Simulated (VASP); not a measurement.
Crystal: MnS.

```
CELL_PARAMETERS angstrom
0.00000 2.60450 2.60450
2.60450 0.00000 2.60450
2.60450 2.60450 0.00000
ATOMIC_POSITIONS crystal
Mn 0.00000 0.00000 0.00000
S 0.50000 0.50000 0.50000
```

Program: VASP 6.6.1. Alike in all runs: task single point; potentials or basis VASP PAW PBE potentials, release 64 (Mn_pv, S); spin collinear, ferromagnetic start; cell as given; cutoff (eV) 520.

Task: Order these runs on this cell by their band gap on the k mesh, lowest first.
A. level revPBE+U; U Mn d U = 4.0 eV; k mesh 9 × 9 × 9; smearing tetrahedron
B. level r2SCAN+D4+U; U Mn d U = 6.2 eV; k mesh 9 × 9 × 9; smearing methfessel-paxton 0.025 eV
C. level PBE+U; U Mn d U = 6.0 eV; k mesh 7 × 7 × 7; smearing fermi-dirac 0.05 eV

Result: A (0.74 eV), C (1.34 eV), B (1.93 eV).

Caveats: an odd mesh through Γ misses points on the zone boundary, where band edges can lie; a cell with one magnetic atom can't hold antiferromagnetic order, which such compounds often take.
